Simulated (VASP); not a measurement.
Set up this calculation in VASP 6.6.1, as the native input.

```yaml
Task: single point
Functional: PBE
Potentials_or_basis: VASP PAW PBE potentials, release 64 (Sm_3, O), 4f in core
Cutoff: 600 eV
k_mesh: 6 × 6 × 6
Occupations: gaussian, width 0.1 eV
Spin: no spin polarisation
Dipole_correction: no
Mended: yes
Further_INCAR_settings: ALGO = Normal; EDIFF = 1e-06; NBANDS = 22
```

The structure of SmO3 lies in POSCAR:

```
SmO3
1.0
   -2.4395013600      2.4395013600      2.4395013600
    2.4395013600     -2.4395013600      2.4395013600
    2.4395013600      2.4395013600     -2.4395013600
Sm O
1 3
Direct
    0.0000000000      0.0000000000      0.0000000000
    0.0000000000      0.5000000000      0.5000000000
    0.5000000000      0.0000000000      0.5000000000
    0.5000000000      0.5000000000      0.0000000000
```

The cell was built from a structure type or drawn by symmetry, and may not be a known phase.

These files were run (other wordings do the same):

INCAR

```
SYSTEM = SmO3
PREC = Accurate
ENCUT = 600
EDIFF = 1E-6
ISMEAR = 0
SIGMA = 0.1
LREAL = .False.
LASPH = .True.
NELM = 200
ALGO = Normal
ISIF = 2
LWAVE = .False.
LCHARG = .False.
GGA = PE
NBANDS = 22
GGA_COMPAT = .False.
LMAXMIX = 6
```

KPOINTS

```
regular mesh
0
Gamma
  6 6 6
  0 0 0
```

Potentials or basis: VASP PAW PBE potentials, release 64 (Sm_3, O), 4f in core.

Command:

```console
$ cat potpaw_PBE.64/Sm_3/POTCAR potpaw_PBE.64/O/POTCAR > POTCAR
$ mpirun -np 1 vasp_std > vasp.out
```

Results of the run:

```
Pressure               : -12.6 GPa
Band gap on the k mesh : zero (an odd number of electrons rules out a gap without spin polarisation)
```

Caveat: the cell stands under tension; spin-orbit coupling is left out, which moves the levels of the heavy elements; the 4f electrons are frozen in the core, so they carry no moment and show no levels; an odd number of electrons without spin polarisation forces a metal; a magnetic or distorted state may lie lower; the run has no spin polarisation, though such a crystal can be magnetic.

Wall time 17 s on 1 thread of AMD EPYC 9R45 96-Core Processor (Zen 5), on a shared host, peak memory 0.18 GiB.
